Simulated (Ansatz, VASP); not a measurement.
Al4Si in VASP and in Ansatz

```
Al Si
1.0
     2.85749    0.00000    0.00000
     0.00000    2.85749    0.00000
     0.00000    0.00000   24.08220
Al Si
4 1
Direct
  0.00000 0.00000 0.32917
  0.50000 0.50000 0.41442
  0.50000 0.50000 0.58558
  0.00000 0.00000 0.67083
  0.00000 0.00000 0.50000
```

Alike in both runs: task single point; functional PBE; k mesh 14 × 14 × 1; occupations fermi-dirac, width 0.08 eV; no spin polarisation.

|  | VASP | Ansatz |
| --- | --- | --- |
| version | VASP 6.6.1 | Ansatz 0.2.0 |
| potentials or method | VASP PAW PBE potentials, release 64 (Al, Si), cutoff 520 eV | all-electron LAPW, scalar-relativistic |

|  | VASP | Ansatz | Ansatz less VASP |
| --- | --- | --- | --- |
| rms of the force components (eV/Å) | 0.100 | 0.100 | -0.0005 |

Ansatz ran all-electron here, and VASP with PAW potentials.
